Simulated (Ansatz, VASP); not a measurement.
**Rh: VASP beside Ansatz**

```
Rh
1.0
     0.05705    1.93007    1.93007
     1.93007    0.05705    1.93007
     1.93007    1.93007    0.05705
Rh
1
Direct
  0.00000 0.00000 0.00000
```

Change from the starting cell: equal xy, yz and zx shear strains of +3 %.

Alike in both runs: task single point; functional PBEsol; k mesh 16 × 16 × 16; occupations fermi-dirac, width 0.08 eV; no spin polarisation.

|  | VASP | Ansatz |
| --- | --- | --- |
| version | VASP 6.6.1 | Ansatz 0.2.0 |
| potentials or method | VASP PAW PBE potentials, release 64 (Rh_pv), cutoff 520 eV | all-electron LAPW, scalar-relativistic |

|  | VASP | Ansatz | Ansatz less VASP |
| --- | --- | --- | --- |
| pressure (GPa) | -4.0 | -3.9 | +0.10 |
| traceless stress, the component that is largest in VASP (GPa) | -5.77 | -5.77 | 0.000 |

VASP's potentials were made for PBE, not for PBEsol. Ansatz ran all-electron here, and VASP with PAW potentials.
